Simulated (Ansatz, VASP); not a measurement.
One calculation of MnSb, two programs

INCAR

```
PREC     = Accurate       # precision mode
ENCUT    = 520            # plane-wave cutoff, eV
EDIFF    = 1E-6           # SCF threshold, eV
ISMEAR   = -1             # smearing method
SIGMA    = 0.05           # smearing width, eV
LREAL    = False          # projectors in reciprocal space
LASPH    = True           # aspherical terms in the spheres
NELM     = 150            # most SCF steps
ALGO     = Normal         # electronic algorithm
ISIF     = 2              # what is computed and relaxed
LWAVE    = False          # write WAVECAR
LCHARG   = True           # write CHGCAR
ISPIN    = 2              # spin polarisation
MAGMOM   = 0 0 4 4        # initial moments
LORBIT   = 11             # projections on sites
LMAXMIX  = 4              # l up to which the mixer works
LDAU     = True           # DFT+U
LDAUTYPE = 2            
LDAUL    = -1 2           # shell
LDAUU    = 0 4            # U, eV
LDAUJ    = 0 0          
LDAUPRINT= 1            
LELF     = True           # ELF
LVHAR    = True         
NBANDS   = 30             # bands
```

File KPOINTS:

```
Automatic mesh
0
Gamma
  7 7 5
```

Contents of POSCAR:

```
MnSb
1.0
    4.1500000000      0.0000000000      0.0000000000
   -2.0750000000      3.5940054257      0.0000000000
    0.0000000000      0.0000000000      5.7800000000
Sb Mn
2 2
Direct
    0.6666666667      0.3333333333      0.7500000000
    0.3333333333      0.6666666667      0.2500000000
    0.0000000000      0.0000000000      0.5000000000
    0.0000000000      0.0000000000      0.0000000000
```

Contents of input.yaml:

```yaml
crystal:
  lattice:
    - [4.15, 0.0, 0.0]
    - [-2.075, 3.5940054257, 0.0]
    - [0.0, 0.0, 5.78]
  atoms:
    - { symbol: Sb, position: [0.6666666667, 0.3333333333, 0.75] }
    - { symbol: Sb, position: [0.3333333333, 0.6666666667, 0.25] }
    - { symbol: Mn, position: [0.0, 0.0, 0.5], spin: 4.0 }
    - { symbol: Mn, position: [0.0, 0.0, 0.0], spin: 4.0 }
hamiltonian:
  xc: lda
  pseudopotentials: { kind: paw }
  hubbard: { sites: [{ species: Mn, l: d, u_eff: 4.0 }] }
magnetization:
  spin_polarized: true
kpoints:
  mp_grid: { grid: [7, 7, 5] }
  band_path:
    path:
      - [[0.0, 0.0, 0.0], [0.5, 0.0, 0.0], [0.3333333333, 0.3333333333, 0.0], [0.0, 0.0, 0.0], [0.0, 0.0, 0.5], [0.5, 0.0, 0.5], [0.3333333333, 0.3333333333, 0.5], [0.0, 0.0, 0.5]]
      - [[0.5, 0.0, 0.5], [0.5, 0.0, 0.0]]
      - [[0.3333333333, 0.3333333333, 0.0], [0.3333333333, 0.3333333333, 0.5]]
    npoints: 14
scf:
  occupations: { method: fermi_dirac, width: 0.05 }
  n_extra_bands: 10
output:
  forces: true
  stress: true
  eigenvalues: true
  fatbands: true
  write_density: true
  write_potential: true
  elf: true
  volumetric_format: npy
```

Alike in both runs: functional LDA; k mesh 7 × 7 × 5; occupations fermi-dirac, width 0.05 eV; collinear spin; Hubbard terms Mn d U = 4.0 eV.

|  | VASP | Ansatz |
| --- | --- | --- |
| version | VASP 6.6.1 | Ansatz 0.2.0 |
| potentials or method | VASP PAW LDA potentials, release 64 (Sb, Mn_pv) | Ansatz PAW |
| plane-wave cutoff (eV) | 520 | 420 |
| valence electrons in the cell | 36 | 60 |
| task | single point | band structure |

|  | VASP | Ansatz | Ansatz less VASP |
| --- | --- | --- | --- |
| gap on the k mesh at the Fermi level (eV) | none | none | - |
| pressure (GPa) | 0.3 | 1.4 | +1.16 |
| traceless stress, the component that is largest in VASP (GPa) | 1.30 | 1.32 | +0.025 |
| net moment per atom (μB) | 1.98 | 2.02 | +0.037 |
| size of the moment on the site where the two differ most (μB) | 4.09 | 4.14 | +0.042 |

LDA's correlation is that of Perdew and Zunger in VASP and of Perdew and Wang (1992) in Ansatz. Site moments also hang on the region over which each program counts them. The programs project onto different local orbitals, so the same U acts differently, and such runs can settle in different states. A gap of «none» marks a metal or a gap that the smearing closes. VASP's potentials hold 36 valence electrons a cell and Ansatz's 60, so a difference there can come from the potentials and not from the codes.

Neither program's run includes spin-orbit coupling. Noted on Ansatz's run: the magnetic or orbital state may not be the lowest.
